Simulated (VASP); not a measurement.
Input of a VASP 6.6.1 run:

INCAR

```
  PREC = Accurate
  ENCUT = 520
  EDIFF = 1E-6
  ISMEAR = 0
  SIGMA = 0.15
  LREAL = False
  LASPH = True
  NELM = 60
  ALGO = Normal
  ISIF = 2
  LWAVE = False
  LCHARG = True
  GGA = PS
  LELF = True
  LVHAR = True
  NBANDS = 11
```

Contents of KPOINTS:

```
Automatic mesh
0
Gamma
  20 20 20
```

POSCAR

```
Pt
1.0
    0.0000000000      1.9579000000      2.0557950000
    1.9579000000      0.0000000000      2.0557950000
    1.9579000000      1.9579000000      0.0000000000
Pt
1
Direct
    0.0000000000      0.0000000000      0.0000000000
```

Potentials or basis: VASP PAW PBE potentials, release 64 (Pt).

Run with:

```console
$ cat potpaw_PBE.64/Pt/POTCAR > POTCAR
$ mpirun -np 1 vasp_std > vasp.out
```

Problem. Estimate the pressure.

Solution. -11.9 GPa.

Problem. What does it give for the band gap on the k mesh?

Solution. Zero (band 5 reaches 10.96 eV, above the bottom of band 6 at 8.67 eV).

Stress tensor (GPa, compression positive):
```
-10.34   0.00   0.00
  0.00 -10.34   0.00
  0.00   0.00 -15.16
```

Caveat: the cell differs from its parent crystal (strain +0.000 along x and y, +0.050 along z); the PAW data sets were made with another functional, which shifts forces and pressure a little; spin-orbit coupling is left out, which moves the levels of the heavy elements.
